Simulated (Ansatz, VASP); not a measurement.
**Two plane-wave programs on Si**

The input POSCAR:

```
Si
1.0
    0.0000000000      2.8310036514      2.6414737678
    2.8310036514      0.0000000000      2.6414737678
    2.8310036514      2.8310036514      0.0000000000
Si
2
Direct
    0.0000000000      0.0000000000      0.0000000000
    0.2500000000      0.2500000000      0.2500000000
```

The input INCAR.step1:

```
ALGO = Normal ; EDIFF = 1E-5
ENCUT = 520 ; GGA = PE
ISIF = 2 ; ISMEAR = -1
LASPH = True ; LCHARG = False
LREAL = False ; LWAVE = True
NBANDS = 11 ; NELM = 80
PREC = Accurate ; SIGMA = 0.02
```

File INCAR.step2:

```
ALGO = Normal ; EDIFF = 1E-6
ENCUT = 520 ; GGA = PE
HFSCREEN = 0.2079 ; ISIF = 2
ISMEAR = -1 ; ISTART = 1
LASPH = True ; LCHARG = False
LHFCALC = True ; LREAL = False
LWAVE = False ; NBANDS = 11
NELM = 80 ; PREC = Accurate
PRECFOCK = Normal ; SIGMA = 0.02
```

Contents of KPOINTS:

```
k-points
0
Gamma
  6 6 6
```

Input for Ansatz:

```yaml
crystal:
  lattice:
    - [0.0, 2.8310036514, 2.6414737678]
    - [2.8310036514, 0.0, 2.6414737678]
    - [2.8310036514, 2.8310036514, 0.0]
  atoms:
    - { symbol: Si, position: [0.0, 0.0, 0.0] }
    - { symbol: Si, position: [0.25, 0.25, 0.25] }
kpoints:
  mp_grid: { grid: [6, 6, 6] }
  band_path:
    path:
      - [0.0, 0.0, 0.0]
      - [0.5, 0.0, 0.5]
      - [0.625, 0.25, 0.625]
      - [0.375, 0.375, 0.75]
      - [0.5, 0.5, 0.5]
      - [0.5, 0.25, 0.75]
      - [0.408854, 0.408854, 0.0]
    npoints: 1
hamiltonian:
  xc: hse06
scf:
  occupations: { method: fermi_dirac, width: 0.02 }
  n_extra_bands: 4
output:
  forces: true
  stress: true
  eigenvalues: true
```

Change from the starting cell: epitaxial_xy strain +4.0%.

Alike in both runs: task single point; functional HSE06; k mesh 6 × 6 × 6; occupations fermi-dirac, width 0.02 eV; no spin polarisation.

```csv
,VASP,Ansatz
version,VASP 6.6.1,Ansatz 0.2.0
potentials or method,"VASP PAW PBE potentials, release 64 (Si)","plane waves, PAW"
plane-wave cutoff (eV),520,420
valence electrons in the cell,8,8
```

VASP gave:

| Item | Value |
| --- | --- |
| pressure (GPa) | -4.9 |
| traceless stress, the component that is largest in VASP (GPa) | 4.41 |

Estimate Ansatz's values.

pressure (GPa): -4.6; traceless stress, the component that is largest in VASP (GPa): 4.37.

Ansatz's warnings: stress exchange threshold loose, stress scf threshold loose.
